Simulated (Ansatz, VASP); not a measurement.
MoS2: VASP beside Ansatz

```
Mo S
1.0
     3.14935    0.00000    0.00000
    -1.57467    2.72742    0.00000
     0.00000    0.00000   11.66030
Mo S
2 4
Direct
  0.66667 0.33333 0.25014
  0.33333 0.66667 0.74986
  0.33333 0.66667 0.37960
  0.66667 0.33333 0.87931
  0.33333 0.66667 0.12069
  0.66667 0.33333 0.62040
```

Alike in both runs: task single point; functional PBE; dispersion D3(BJ); k mesh 12 × 12 × 4; occupations gaussian, width 0.05 eV; no spin polarisation.

|  | VASP | Ansatz |
| --- | --- | --- |
| version | VASP 6.6.1 | Ansatz 0.2.0 |
| potentials or method | VASP PAW PBE potentials, release 64 (Mo_sv, S), cutoff 520 eV | scalar-relativistic, plane waves, PAW |
| valence electrons in the cell | 52 | 52 |

|  | VASP | Ansatz | Ansatz less VASP |
| --- | --- | --- | --- |
| gap on the k mesh at the Fermi level (eV) | 0.59 | 0.56 | -0.022 |
| least direct gap on the mesh (eV) | 1.59 | 1.59 | -0.004 |
| pressure (GPa) | 6.5 | 6.7 | +0.19 |
| traceless stress, the component that is largest in VASP (GPa) | 5.27 | 5.32 | +0.047 |
| rms of the force components (eV/Å) | 0.500 | 0.509 | +0.0093 |

Atom by atom the forces differ by 0.009 eV/Å (rms over components).
